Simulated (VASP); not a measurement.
# H8CO6 in VASP: further runs, part 2 of 2

VASP 6.6.1. Earlier steps stand in the parts before.

### Step 3. Single point, PBE

File INCAR:

```
SYSTEM = H8CO6
PREC = Accurate ; ENCUT = 520
EDIFF = 1E-6 ; ISMEAR = -1
SIGMA = 0.05 ; LREAL = .FALSE.
LASPH = .TRUE. ; NELM = 120
ALGO = Normal ; ISIF = 2
LWAVE = .FALSE. ; LCHARG = .FALSE.
GGA = PE ; NBANDS = 37
GGA_COMPAT = .FALSE.
```

File KPOINTS:

```
regular mesh
0
G
  1 1 1
  0 0 0
```

File POSCAR:

```
H8CO6
1.0
    5.7082670000      0.0000000000      0.0000000000
    0.0000000000      5.7082670000      0.0000000000
    0.0000000000      0.0000000000      5.7082670000
O H C
6 8 1
Direct
    0.7375618555      0.7749462315      0.4961400719
    0.1502382422      0.4083375918      0.4178851480
    0.0383829278      0.8940366665      0.1802823869
    0.9892144148      0.4207231372     -0.0752242318
    0.4260662649     -0.2139528512      0.8822817853
    0.6544893573      0.1478206958      0.8341761168
    0.8067422214      0.7545372352      0.6536659900
    0.7490014045      0.6059807644      0.4506271343
    0.2667534648      0.4087755531      0.2968151280
    0.1561769973      0.2381458331      0.4687937688
   -0.0840184946      0.9344867716      0.3036998795
    0.1256773728      0.7896617310      0.2842368796
    0.9411437832      0.2752499139     -0.0565845991
    0.9865165732      0.4395729912      0.0937587538
    0.5318426766     -0.0357026047      0.8557938863
```

Potentials or basis: VASP PAW PBE potentials, release 64 (O, H, C).

Started as:

```
$ cat potpaw_PBE.64/O/POTCAR potpaw_PBE.64/H/POTCAR potpaw_PBE.64/C/POTCAR > POTCAR
$ mpirun -np 1 vasp_gam > vasp.out
```

OUTCAR:

```text
SYSTEM = H8CO6
   PREC = Accurate
   ENCUT = 520
   EDIFF = 1E-6
   ISMEAR = -1
   LREAL = .FALSE.
   LASPH = .TRUE.
   NELM = 120
   ISIF = 2
   GGA = PE

 ion  position               nearest neighbor table
   1  0.738  0.775  0.496-   7 0.99   8 1.00
   2  0.150  0.408  0.418-   9 0.96  10 1.01
   3  0.038  0.894  0.180-  12 0.98  11 1.02
   4  0.989  0.421  0.925-  13 0.88  14 0.97
   5  0.426  0.786  0.882-  15 1.19
   6  0.654  0.148  0.834-  15 1.27
   7  0.807  0.755  0.654-   1 0.99
   8  0.749  0.606  0.451-   1 1.00
   9  0.267  0.409  0.297-   2 0.96
  10  0.156  0.238  0.469-   2 1.01
  11  0.916  0.934  0.304-   3 1.02
  12  0.126  0.790  0.284-   3 0.98
  13  0.941  0.275  0.943-   4 0.88
  14  0.987  0.440  0.094-   4 0.97
  15  0.532  0.964  0.856-   5 1.19   6 1.27

  LATTYP: Found a simple cubic cell.
 ALAT       =     5.7082670000

  Lattice vectors:

 A1 = (   5.7082670000,   0.0000000000,   0.0000000000)
 A2 = (   0.0000000000,   5.7082670000,   0.0000000000)
 A3 = (   0.0000000000,   0.0000000000,   5.7082670000)

Analysis of symmetry for initial positions (statically):
=====================================================================
 Subroutine PRICEL returns:
 Original cell was already a primitive cell.

 Routine SETGRP: Setting up the symmetry group for a
 simple cubic supercell.

 Subroutine GETGRP returns: Found  1 space group operations
 (whereof  1 operations were pure point group operations)
 out of a pool of 48 trial point group operations.

The static configuration has the point symmetry C_1 .

Analysis of symmetry for dynamics (positions and initial velocities):
[... 141 lines left out ...]
   IVDW    =     0    specifies the selected vdW correction
   LEPSILON=     F    determine dielectric tensor
   LRPA    =     F    only Hartree local field effects (RPA)
 non-spin polarized calculation
  energy-cutoff  :      520.00
  volume of cell :      186.00
 maximum number of plane-waves:      2473
 NGX is ok and might be reduce to    42
   NGX = 21   NGY = 21   NGZ = 21

 number of electron      47.9999982 magnetization

 Free energy of the ion-electron system (eV)
  ---------------------------------------------------
  ext. energy  EPLUGINS =         0.00000000
  ---------------------------------------------------
  free energy    TOTEN  =       -79.04187815 eV

  energy without entropy =      -79.04187815  energy(sigma->0) =      -79.04187815

 E-fermi :  -2.0166     XC(G=0):  -6.6353

 val. band max:       -3.3110717718   @ k =   0.0000   0.0000   0.0000
 cond. band min:       0.5040346747   @ k =   0.0000   0.0000   0.0000
 fundamental gap:      3.8151064466
 Fermi energy:        -2.0166098155

 k-point     1 :       0.0000    0.0000    0.0000
  band No.  band energies     occupation
      1     -25.3173      2.00000
      2     -23.8241      2.00000
      3     -22.5787      2.00000
      4     -22.4322      2.00000
      5     -22.1425      2.00000
      6     -21.4018      2.00000
[... 28 lines left out ...]
     35       7.4788      0.00000
     36       7.9202      0.00000
 [bands above 36 left out]

------------------------ aborting loop because EDIFF is reached ----------------------------------------

  FORCE on cell =-STRESS in cart. coord.  units (eV):
  Direction    XX          YY          ZZ          XY          YZ          ZX
  --------------------------------------------------------------------------------------
  -------------------------------------------------------------------------------------
  Total        0.7550567     -3.3962254      1.5511340     -1.4811853      2.9771114     -0.8305636
  in kB        6.5039515    -29.2546060     13.3612492    -12.7587208     25.6444171     -7.1543574
  external PRESSURE =      -3.1298018 kB  Pullay stress =       0.0000000 kB

 VOLUME and BASIS-vectors are now :
 -----------------------------------------------------------------------------
  energy-cutoff  :      520.00
  volume of cell :      186.00
      direct lattice vectors                 reciprocal lattice vectors
     5.708267000  0.000000000  0.000000000     0.175184517  0.000000000  0.000000000
     0.000000000  5.708267000  0.000000000     0.000000000  0.175184517  0.000000000
     0.000000000  0.000000000  5.708267000     0.000000000  0.000000000  0.175184517

 POSITION                                       TOTAL-FORCE (eV/Angst)
 -----------------------------------------------------------------------------------
      4.21020      4.42360      2.83210         0.207967     -1.685325      0.799579
      0.85760      2.33090      2.38540        -0.111430     -1.759039      0.845754
      0.21910      5.10340      1.02910        -0.578353      0.871609      1.390390
      5.64670      2.40160      5.27887         1.846805      5.452977      0.226868
      2.43210      4.48697      5.03630         1.008520      2.181784     -0.175381
      3.73600      0.84380      4.76170        -3.960387     -5.140801      0.388759
      4.60510      4.30710      3.73130         0.016675      0.245142     -0.300108
      4.27550      3.45910      2.57230        -0.137659      1.085381     -0.176895
      1.52270      2.33340      1.69430         0.570666      0.050962     -0.656111
      0.89150      1.35940      2.67600        -0.194852      1.739687     -0.361541
      5.22867      5.33430      1.73360         0.494124     -0.451905     -1.246916
      0.71740      4.50760      1.62250         0.319359     -0.191212     -0.455518
      5.37230      1.57120      5.38527        -2.061213     -6.547078     -0.778180
      5.63130      2.50920      0.53520         0.436260      1.501498      0.530071
      3.03590      5.50447      4.88510         2.143518      2.646318     -0.030771
 -----------------------------------------------------------------------------------
    total drift:                               -0.000615      0.001813      0.000095

  FREE ENERGIE OF THE ION-ELECTRON SYSTEM (eV)
  ---------------------------------------------------
  free  energy   TOTEN  =       -79.0418781472 eV

  energy  without entropy=      -79.0418781471  energy(sigma->0) =      -79.04187815
```

OSZICAR:

```text
N       E                     dE             d eps       ncg     rms          rms(c)
DAV:   1     0.402381783739E+03    0.40238E+03   -0.26027E+04    74   0.118E+03
DAV:   2    -0.475194282923E+02   -0.44990E+03   -0.40341E+03    92   0.296E+02
DAV:   3    -0.868282371808E+02   -0.39309E+02   -0.39015E+02    92   0.964E+01
DAV:   4    -0.874064776076E+02   -0.57824E+00   -0.57782E+00    84   0.130E+01
DAV:   5    -0.874140165489E+02   -0.75389E-02   -0.75378E-02    92   0.141E+00    0.178E+01
DAV:   6    -0.794918975273E+02    0.79221E+01   -0.23764E+01    92   0.269E+01    0.733E+00
DAV:   7    -0.792208712696E+02    0.27103E+00   -0.13220E+00    84   0.661E+00    0.452E+00
DAV:   8    -0.790575416612E+02    0.16333E+00   -0.20321E-01    92   0.277E+00    0.139E+00
DAV:   9    -0.790392973430E+02    0.18244E-01   -0.41949E-02    92   0.141E+00    0.303E-01
DAV:  10    -0.790412002830E+02   -0.19029E-02   -0.89399E-03    84   0.600E-01    0.178E-01
DAV:  11    -0.790421541854E+02   -0.95390E-03   -0.26077E-03    84   0.321E-01    0.764E-02
DAV:  12    -0.790419837047E+02    0.17048E-03   -0.38789E-04    92   0.141E-01    0.359E-02
DAV:  13    -0.790418919542E+02    0.91750E-04   -0.13681E-04    84   0.732E-02    0.122E-02
DAV:  14    -0.790418814523E+02    0.10502E-04   -0.93652E-06    84   0.224E-02    0.646E-03
DAV:  15    -0.790418783341E+02    0.31182E-05   -0.48908E-06    84   0.121E-02    0.285E-03
DAV:  16    -0.790418781472E+02    0.18694E-06   -0.50068E-07    68   0.619E-03
   1 F= -.79041878E+02 E0= -.79041878E+02  d E =-.154035E-10
```

stdout:

```text
POSCAR found type information on POSCAR O H C
 POSCAR found :  3 types and      15 ions
 scaLAPACK will be used
 LDA part: xc-table for (Slater+PW92), standard interpolation
 POSCAR, INCAR and KPOINTS ok, starting setup
 FFT: planning ... GRIDC
 FFT: planning ... GRID_SOFT
 FFT: planning ... GRID
 WAVECAR not read
 entering main loop
```

Run time: 13 s. Hardware: 1 thread of Intel Xeon Platinum 8559C (Emerald Rapids), shared host; peak memory 0.24 GiB.

Results:

| Item | Value |
| --- | --- |
| Free energy | -79.0419 eV |
| Pressure | -0.3 GPa |
| Largest force | 6.908 eV/Å |
| Band gap on the k mesh | 3.82 eV |

Forces in eV/Å, atoms in the order of the input:
```
O    0.208 -1.685  0.800
O   -0.111 -1.759  0.846
O   -0.578  0.872  1.390
O    1.847  5.453  0.227
O    1.009  2.182 -0.175
O   -3.960 -5.141  0.389
H    0.017  0.245 -0.300
H   -0.138  1.085 -0.177
H    0.571  0.051 -0.656
H   -0.195  1.740 -0.362
H    0.494 -0.452 -1.247
H    0.319 -0.191 -0.456
H   -2.061 -6.547 -0.778
H    0.436  1.501  0.530
C    2.144  2.646 -0.031
```

Caveat: the k points lie up to 1.10 Å⁻¹ apart.

### Step 4. Single point, PBE

File INCAR:

```
PREC     = Accurate       # precision mode
ENCUT    = 520            # plane-wave cutoff, eV
EDIFF    = 1E-6           # SCF threshold, eV
ISMEAR   = -1             # smearing method
SIGMA    = 0.05           # smearing width, eV
LREAL    = False          # projectors in reciprocal space
LASPH    = True           # aspherical terms in the spheres
NELM     = 120            # most SCF steps
ALGO     = Normal         # electronic algorithm
ISIF     = 2              # what is computed and relaxed
LWAVE    = False          # write WAVECAR
LCHARG   = True           # write CHGCAR
GGA      = PE             # functional
LELF     = True           # ELF
LVHAR    = True         
NBANDS   = 37             # bands
GGA_COMPAT= False
```

File KPOINTS:

```
regular mesh
0
Gamma
  1 1 1
```

File POSCAR:

```
H8CO6
1.0
    5.7082670000      0.0000000000      0.0000000000
    0.0000000000      5.7082670000      0.0000000000
    0.0000000000      0.0000000000      5.7082670000
O H C
6 8 1
Direct
    0.6175779794      0.5822958176      0.5114687172
    0.1488017291      0.4830713069      0.3414171061
    0.0402574021      1.0333609132      0.2298070500
    1.0425230635      0.4236487186     -0.1781626543
    0.4612082792     -0.1668982898      1.0769117843
    0.6423315518      0.0596678467      0.7918340190
    0.7735097184      0.5673700967      0.4740142674
    0.5469961374      0.6581331952      0.3814292499
    0.1752020359      0.3121788101      0.3359338307
    0.2991275636      0.5401464227      0.3326578802
   -0.0485085929      0.9725368487      0.3764189727
    0.1418644222      0.8980133550      0.2174390231
    1.1224422404      0.4295524368     -0.3182577129
    0.9106616772      0.3326053249     -0.1658296642
    0.5939280696     -0.0576707432      0.9499555644
```

Started as:

```
$ cat potpaw_PBE.64/O/POTCAR potpaw_PBE.64/H/POTCAR potpaw_PBE.64/C/POTCAR > POTCAR
$ mpirun -np 1 vasp_gam > vasp.out
```

It took 15 s on 1 thread of Intel Xeon Platinum 8559C (Emerald Rapids), shared host; peak memory 0.24 GiB.

The run converged. Its results:

```yaml
Free_energy: -79.1669 eV
Pressure: 3.8 GPa
Largest_force: 5.160 eV/Å
Band_gap_on_the_k_mesh: 2.94 eV
```

Forces on the atoms (eV/Å):
```
O   -2.555 -0.135  1.798
O   -2.072 -1.378  0.651
O   -1.736 -1.173  2.545
O    1.302  2.174  3.223
O    2.921  0.887 -0.816
O    1.877  0.992 -0.911
H    3.215 -0.438 -0.671
H    0.007  0.872 -0.947
H   -0.558  0.288 -0.462
H    2.449  0.934 -0.231
H    0.711  1.200 -1.764
H    0.442 -0.160 -0.720
H    0.658 -0.271 -2.748
H   -2.146 -1.834 -0.495
C   -4.517 -1.956  1.549
```

Stress tensor (GPa, compression positive):
```
 5.85  1.05 -0.36
 1.05  2.36  0.53
-0.36  0.53  3.27
```

Levels at points of the mesh, in eV from the valence-band top:
| k point | band 21 | band 22 | band 23 | band 24 | band 25 | band 26 | band 27 | band 28 |
| --- | --- | --- | --- | --- | --- | --- | --- | --- |
| (0.00, 0.00, 0.00) | -1.48 | -1.11 | -0.50 | 0.00 | 2.94 | 4.78 | 5.16 | 7.47 |

Caveat: the k points lie up to 1.10 Å⁻¹ apart.
